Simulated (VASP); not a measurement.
# Cd (P6_3/mmc) in VASP: a series of runs

Cd is run at these levels: LDA; tasks: single point.

Program: VASP 6.6.1. These are calculated values, not measurements. Logs are shortened: lines on timing, memory, paths and dates and some standing lists are left out, and cuts for length are marked.

## Step 1: The cell of the first run

It takes space group P6_3/mmc (No. 194, hexagonal). Conventional cell: a = 2.882 Å, b = 2.882 Å, c = 5.638 Å, α = 90.00°, β = 90.00°, γ = 120.00°. Cd (site symmetry -6m2) has 12 Cd at 2.88 to 3.27 Å within 3.8 Å.

## Step 2: Single point, LDA

The input, INCAR:

```
PREC = Accurate
ENCUT = 630
EDIFF = 1E-6
ISMEAR = -1
SIGMA = 0.1
LREAL = F
LASPH = T
NELM = 120
ALGO = Normal
ISIF = 2
LWAVE = F
LCHARG = T
LELF = T
LVHAR = T
NBANDS = 27
GGA_COMPAT = F
```

The input, KPOINTS:

```
regular mesh
0
Gamma
  5 5 2
```

The input, POSCAR:

```
Cd
1.0
    2.8818641727      0.0000000000      0.0000000000
   -1.4409320863      2.4957675838      0.0000000000
    0.0000000000      0.0000000000      5.6383707528
Cd
2
Direct
    0.3333333333      0.6666666667      0.2500000000
    0.6666666667      0.3333333333      0.7500000000
```

Potentials or basis: VASP PAW LDA potentials, release 64 (Cd_sv_GW).

On the command line:

```
$ cat potpaw_LDA.64/Cd_sv_GW/POTCAR > POTCAR
$ mpirun -np 1 vasp_std > vasp.out
```

OUTCAR:

```text
PREC = Accurate
   ENCUT = 630
   EDIFF = 1E-6
   ISMEAR = -1
   LREAL = F
   LASPH = T
   NELM = 120
   ISIF = 2

 ion  position               nearest neighbor table
   1  0.333  0.667  0.250-
   2  0.667  0.333  0.750-

  LATTYP: Found a hexagonal cell.
 ALAT       =     2.8818641727
 C/A-ratio  =     1.9565012141

  Lattice vectors:

 A1 = (   2.8818641727,   0.0000000000,   0.0000000000)
 A2 = (  -1.4409320863,   2.4957675838,   0.0000000000)
 A3 = (   0.0000000000,   0.0000000000,   5.6383707528)

Analysis of symmetry for initial positions (statically):
=====================================================================
 Subroutine PRICEL returns:
 Original cell was already a primitive cell.

 Routine SETGRP: Setting up the symmetry group for a
 hexagonal supercell.

 Subroutine GETGRP returns: Found 24 space group operations
 (whereof 12 operations were pure point group operations)
 out of a pool of 24 trial point group operations.

The static configuration has the point symmetry D_3d.
 The point group associated with its full space group is D_6h.

Analysis of symmetry for dynamics (positions and initial velocities):
=====================================================================
 Subroutine PRICEL returns:
 Original cell was already a primitive cell.

 Routine SETGRP: Setting up the symmetry group for a
 hexagonal supercell.

 Subroutine GETGRP returns: Found 24 space group operations
 (whereof 12 operations were pure point group operations)
 out of a pool of 24 trial point group operations.

The dynamic configuration has the point symmetry D_3d.
 The point group associated with its full space group is D_6h.

 Subroutine INISYM returns: Found 24 space group operations
 (whereof 12 operations are pure point group operations),
 and found     1 'primitive' translations

----------------------------------------------------------------------------------------

                                     Primitive cell

  volume of cell :      40.5538

  direct lattice vectors                    reciprocal lattice vectors
     2.881864173  0.000000000  0.000000000     0.346997617  0.200339167  0.000000000
    -1.440932086  2.495767584  0.000000000     0.000000000  0.400678335  0.000000000
     0.000000000  0.000000000  5.638370753     0.000000000  0.000000000  0.177356198

  length of vectors
     2.881864173  2.881864173  5.638370753     0.400678335  0.400678335  0.177356198

  position of ions in fractional coordinates (direct lattice)
     0.333333333  0.666666667  0.250000000
     0.666666667  0.333333333  0.750000000

  ion indices of the primitive-cell ions
   primitive index   ion index
                 1           1
                 2           2

----------------------------------------------------------------------------------------

 KPOINTS: regular mesh

Automatic generation of k-mesh.
 Grid dimensions read from file:
 generate k-points for:    5    5    2

 Generating k-lattice:

  Cartesian coordinates                     Fractional coordinates (reciprocal lattice)
     0.069399523  0.040067833  0.000000000     0.200000000  0.000000000  0.000000000
     0.000000000  0.080135667  0.000000000     0.000000000  0.200000000  0.000000000
     0.000000000  0.000000000  0.088678099     0.000000000  0.000000000  0.500000000

  Length of vectors
     0.080135667  0.080135667  0.088678099

  Shift w.r.t. Gamma in fractional coordinates (k-lattice)
     0.000000000  0.000000000  0.000000000

 Subroutine IBZKPT returns following result:
 ===========================================

 Found     10 irreducible k-points:

 Following reciprocal coordinates:
            Coordinates               Weight
  0.000000  0.000000  0.000000      1.000000
  0.200000 -0.000000  0.000000      6.000000
  0.400000  0.000000  0.000000      6.000000
  0.200000  0.200000  0.000000      6.000000
  0.400000  0.200000  0.000000      6.000000
  0.000000  0.000000  0.500000      1.000000
  0.200000 -0.000000  0.500000      6.000000
  0.400000  0.000000  0.500000      6.000000
  0.200000  0.200000  0.500000      6.000000
  0.400000  0.200000  0.500000      6.000000
   k-points           NKPTS =     10   k-points in BZ     NKDIM =     10   number of bands    NBANDS=     27
   number of dos      NEDOS =    301   number of ions     NIONS =      2
   total plane-waves  NPLWV =  27648
   dimension x,y,z NGX =    24 NGY =   24 NGZ =   48
   dimension x,y,z NGXF=    48 NGYF=   48 NGZF=   96
   ions per type =               2
   NGX,Y,Z   is equivalent  to a cutoff of  13.84, 13.84, 14.15 a.u.
   NGXF,Y,Z  is equivalent  to a cutoff of  27.69, 27.69, 28.31 a.u.
 SYSTEM =  unknown system
   PREC   = accura    normal or accurate (medium, high low for compatibility)
   ISTART =      0    job   : 0-new  1-cont  2-samecut
   ICHARG =      2    charge: 1-file 2-atom 10-const
   ISPIN  =      1    spin polarized calculation?
   LNONCOLLINEAR =      F non collinear calculations
   LSORBIT =      F    spin-orbit coupling
   LASPH  =      T    aspherical Exc in radial PAW
   ENCUT  =  630.0 eV  46.30 Ry    6.80 a.u.   5.90  5.90 11.54*2*pi/ulx,y,z
   NELM   =    120;   NELMIN=  2; NELMDL= -5     # of ELM steps
   EDIFF  = 0.1E-05   stopping-criterion for ELM
   LREAL  =      F    real-space projection
   EDIFFG = 0.1E-04   stopping-criterion for IOM
   NSW    =      0    number of steps for IOM
   IBRION =     -1    ionic relax: 0-MD 1-quasi-New 2-CG
   NFREE  =      0    steps in history (QN), initial steepest desc. (CG)
   ISIF   =      2    stress and relaxation
   ISYM   =      2    0-nonsym 1-usesym 2-fastsym
   POTIM  = 0.5000    time-step for ionic-motion
   TEBEG  =    0.0;   TEEND  =   0.0 temperature during run
   PSTRESS=    0.0 pullay stress
   NELECT =      40.0000    total number of electrons
   NUPDOWN=      -1.0000    fix difference up-down
   EMIN   =  10.00;   EMAX   =-10.00  energy-range for DOS
   EFERMI =   0.00;   METHOD = LEGACY
   ISMEAR =    -1;   SIGMA  =   0.10  broadening in eV -4-tet -1-fermi 0-gaus
   EFERMI_NEDOS =   21; number of points for ismear=-14 and -15
   IALGO  =     38    algorithm
   IMIX   =      4    mixing-type and parameters
     AMIX     =   0.40;   BMIX     =  1.00
     AMIX_MAG =   1.60;   BMIX_MAG =  1.00
  volume/ion in A,a.u.               =      20.28       136.84
  Fermi-wavevector in a.u.,A,eV,Ry     =   1.629613  3.079521 36.132143  2.655638
  Thomas-Fermi vector in A             =   2.722050
   LORBIT       =      0    0 simple, 1 ext, 2 COOP (PROOUT), +10 PAW based schemes
   GGA     = CA    functional components
   LHFCALC =     F    Hartree Fock is set to
   AEXX    =    0.0000 exact exchange contribution
   IVDW    =     0    specifies the selected vdW correction
   LEPSILON=     F    determine dielectric tensor
   LRPA    =     F    only Hartree local field effects (RPA)
 non-spin polarized calculation
  energy-cutoff  :      630.00
  volume of cell :       40.55
 maximum number of plane-waves:      1470
 NGX is ok and might be reduce to    24
   NGX = 11   NGY = 11   NGZ = 23

 number of electron      40.0000021 magnetization

 Free energy of the ion-electron system (eV)
  ---------------------------------------------------
  ext. energy  EPLUGINS =         0.00000000
  ---------------------------------------------------
  free energy    TOTEN  =        -2.88482715 eV

  energy without entropy =       -2.83661017  energy(sigma->0) =       -2.86071866

 E-fermi :   6.5564     XC(G=0): -12.0133

 val. band max:        6.5418396765   @ k =   0.4000   0.0000   0.0000
 cond. band min:       7.5142968929   @ k =   0.2000   0.2000   0.0000
 fundamental gap:      0.9724572165
 Fermi energy:         6.5564378092

 k-point     1 :       0.0000    0.0000    0.0000
  band No.  band energies     occupation
      1     -95.7138      2.00000
      2     -95.7125      2.00000
      3     -57.0984      2.00000
      4     -57.0763      2.00000
      5     -57.0366      2.00000
      6     -57.0366      2.00000
[... 19 lines left out ...]
     26      22.7448      0.00000
     27      22.7474      0.00000

 k-point     2 :       0.2000   -0.0000    0.0000
  band No.  band energies     occupation
      1     -95.7112      2.00000
      2     -95.7101      2.00000
      3     -57.0934      2.00000
      4     -57.0750      2.00000
      5     -57.0647      2.00000
      6     -57.0626      2.00000
[... 19 lines left out ...]
     26      20.2075      0.00000
     27      21.1022      0.00000

 k-point     3 :       0.4000    0.0000    0.0000
  band No.  band energies     occupation
      1     -95.7070      2.00000
      2     -95.7064      2.00000
      3     -57.1102      2.00000
      4     -57.1080      2.00000
      5     -57.0840      2.00000
      6     -57.0744      2.00000
[... 19 lines left out ...]
     26      20.5643      0.00000
     27      20.6989      0.00000

 k-point     4 :       0.2000    0.2000    0.0000
  band No.  band energies     occupation
      1     -95.7078      2.00000
      2     -95.7071      2.00000
      3     -57.0934      2.00000
      4     -57.0933      2.00000
      5     -57.0861      2.00000
      6     -57.0742      2.00000
[... 19 lines left out ...]
     26      17.0611      0.00000
     27      17.7569      0.00000

 k-point     5 :       0.4000    0.2000    0.0000
  band No.  band energies     occupation
      1     -95.7056      2.00000
      2     -95.7053      2.00000
      3     -57.1086      2.00000
      4     -57.1064      2.00000
      5     -57.0799      2.00000
      6     -57.0755      2.00000
[... 19 lines left out ...]
     26      15.5749      0.00000
     27      16.7355      0.00000

 k-point     6 :       0.0000    0.0000    0.5000
  band No.  band energies     occupation
      1     -95.7131      2.00000
      2     -95.7131      2.00000
      3     -57.0873      2.00000
      4     -57.0873      2.00000
      5     -57.0355      2.00000
      6     -57.0355      2.00000
[... 19 lines left out ...]
     26      23.5352      0.00000
     27      23.5353      0.00000

 k-point     7 :       0.2000   -0.0000    0.5000
  band No.  band energies     occupation
      1     -95.7107      2.00000
      2     -95.7107      2.00000
      3     -57.0846      2.00000
      4     -57.0846      2.00000
      5     -57.0633      2.00000
      6     -57.0633      2.00000
[... 19 lines left out ...]
     26      20.5650      0.00000
     27      21.4692      0.00000

 k-point     8 :       0.4000    0.0000    0.5000
  band No.  band energies     occupation
      1     -95.7067      2.00000
      2     -95.7067      2.00000
      3     -57.1098      2.00000
      4     -57.1098      2.00000
      5     -57.0785      2.00000
      6     -57.0785      2.00000
[... 19 lines left out ...]
     26      17.7896      0.00000
     27      20.0326      0.00000

 k-point     9 :       0.2000    0.2000    0.5000
  band No.  band energies     occupation
      1     -95.7074      2.00000
      2     -95.7074      2.00000
      3     -57.0944      2.00000
      4     -57.0944      2.00000
      5     -57.0792      2.00000
      6     -57.0792      2.00000
[... 19 lines left out ...]
     26      14.1989      0.00000
     27      22.6237      0.00000

 k-point    10 :       0.4000    0.2000    0.5000
  band No.  band energies     occupation
      1     -95.7054      2.00000
      2     -95.7054      2.00000
      3     -57.1081      2.00000
      4     -57.1081      2.00000
      5     -57.0783      2.00000
      6     -57.0783      2.00000
[... 19 lines left out ...]
     26      15.7159      0.00000
     27      19.0735      0.00000

------------------------ aborting loop because EDIFF is reached ----------------------------------------

  FORCE on cell =-STRESS in cart. coord.  units (eV):
  Direction    XX          YY          ZZ          XY          YZ          ZX
  --------------------------------------------------------------------------------------
  -------------------------------------------------------------------------------------
  Total        0.2774277      0.2774277      0.3049274      0.0000000      0.0000000      0.0000000
  in kB       10.9604693     10.9604693     12.0469113      0.0000000      0.0000000      0.0000000
  external PRESSURE =      11.3226167 kB  Pullay stress =       0.0000000 kB

 VOLUME and BASIS-vectors are now :
 -----------------------------------------------------------------------------
  energy-cutoff  :      630.00
  volume of cell :       40.55
      direct lattice vectors                 reciprocal lattice vectors
     2.881864173  0.000000000  0.000000000     0.346997617  0.200339167  0.000000000
    -1.440932086  2.495767584  0.000000000     0.000000000  0.400678335  0.000000000
     0.000000000  0.000000000  5.638370753     0.000000000  0.000000000  0.177356198

 POSITION                                       TOTAL-FORCE (eV/Angst)
 -----------------------------------------------------------------------------------
     -0.00000      1.66385      1.40959         0.000000     -0.000000      0.000000
      1.44093      0.83192      4.22878        -0.000000      0.000000      0.000000
 -----------------------------------------------------------------------------------
    total drift:                               -0.000000      0.000000     -0.000000

  FREE ENERGIE OF THE ION-ELECTRON SYSTEM (eV)
  ---------------------------------------------------
  free  energy   TOTEN  =        -2.8848271504 eV

  energy  without entropy=       -2.8366101683  energy(sigma->0) =       -2.86071866
```

It took 7.4 s on 1 thread of Intel Xeon 6975P-C (Granite Rapids), shared host; peak memory 0.16 GiB.

What came out:

- Free energy: -2.8848 eV
- Pressure: 1.1 GPa
- Band gap on the k mesh: zero (bands 20 and 21 overlap by 3.08 eV)

Levels at points of the mesh, in eV from the Fermi level:
```csv
k point,band 17,band 18,band 19,band 20,band 21,band 22,band 23,band 24
"(0.00, 0.00, 0.00)",-8.40,-8.16,-8.16,-3.15,-3.10,9.98,14.55,14.99
"(0.00, 0.00, 0.50)",-8.26,-8.26,-7.47,-7.47,3.57,3.57,14.82,14.82
```

Caveat: the k points lie up to 0.56 Å⁻¹ apart, too coarse for converged energies and pressures of a metal.

## Step 3: Single point, LDA

The input, INCAR:

```
PREC = Accurate
ENCUT = 630
EDIFF = 1E-6
ISMEAR = -1
SIGMA = 0.1
LREAL = False
LASPH = True
NELM = 120
ALGO = Normal
ISIF = 2
LWAVE = False
LCHARG = True
GGA = CA
LELF = True
LVHAR = True
NBANDS = 27
GGA_COMPAT = False
```

The input, KPOINTS:

```
Automatic mesh
0
Gamma
  10 10 5
```

POSCAR is that of step 2.

Potentials or basis: VASP PAW LDA potentials, release 64 (Cd_sv_GW).

On the command line:

```
$ cat potpaw_LDA.64/Cd_sv_GW/POTCAR > POTCAR
$ mpirun -np 1 vasp_std > vasp.out
```

Run time: 20 s. Hardware: 1 thread of Intel Xeon 6975P-C (Granite Rapids), shared host; peak memory 0.18 GiB.

The run converged. Its results:

```yaml
Free_energy: -3.0685 eV
Pressure: 0.0 GPa
Band_gap_on_the_k_mesh: zero (bands 20 and 21 overlap by 4.71 eV)
```

Stress tensor (GPa, compression positive):
```
 1.31  0.00  0.00
 0.00  1.31  0.00
 0.00  0.00 -2.58
```

Levels at points of the mesh, in eV from the Fermi level:
```csv
k point,band 17,band 18,band 19,band 20,band 21,band 22,band 23,band 24
"(0.00, 0.00, 0.00)",-8.48,-8.24,-8.24,-3.22,-3.18,9.91,14.47,14.91
"(0.50, 0.00, 0.00)",-7.89,-7.86,-2.17,-1.47,2.11,3.27,3.56,5.66
```

(Continued in part 2 of 2.)

The gap in the log of VASP goes by the Fermi energy; the results here count the filled bands.